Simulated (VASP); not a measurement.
CdO:

```
Cd O
1.0
     0.00000    2.30154    2.30154
     2.30154    0.00000    2.30154
     2.30154    2.30154    0.00000
Cd O
1 1
Direct
  0.00000 0.00000 0.00000
  0.50000 0.50000 0.50000
```

Base run:

- Program: VASP 6.6.1
- Functional: RPBE
- Dispersion: D3(BJ)
- Potentials or basis: VASP PAW PBE potentials, release 64 (Cd_sv_GW, O)
- Cutoff: 700 eV
- k mesh: 10 × 10 × 10
- Occupations: fermi-dirac, width 0.05 eV
- Spin: no spin polarisation

Its results: band gap on the k mesh zero (bands 13 and 14 overlap by 0.21 eV); pressure -2.2 GPa.

Q: The run is repeated on the same cell with these changes: functional from RPBE to revPBE; dispersion from D3(BJ) to D4. What comes out?

A: Band gap on the k mesh zero (bands 13 and 14 overlap by 0.23 eV); pressure 12.7 GPa.

Several settings changed at once.

Caveats: semilocal functionals underestimate gaps, and a narrow one can read as zero; the PAW data sets were made with another functional, which shifts forces and pressure a little; the dispersion term is far too large for a dense solid, which distorts pressure and volume (at least some runs); the cell stands under pressure (at least some runs).
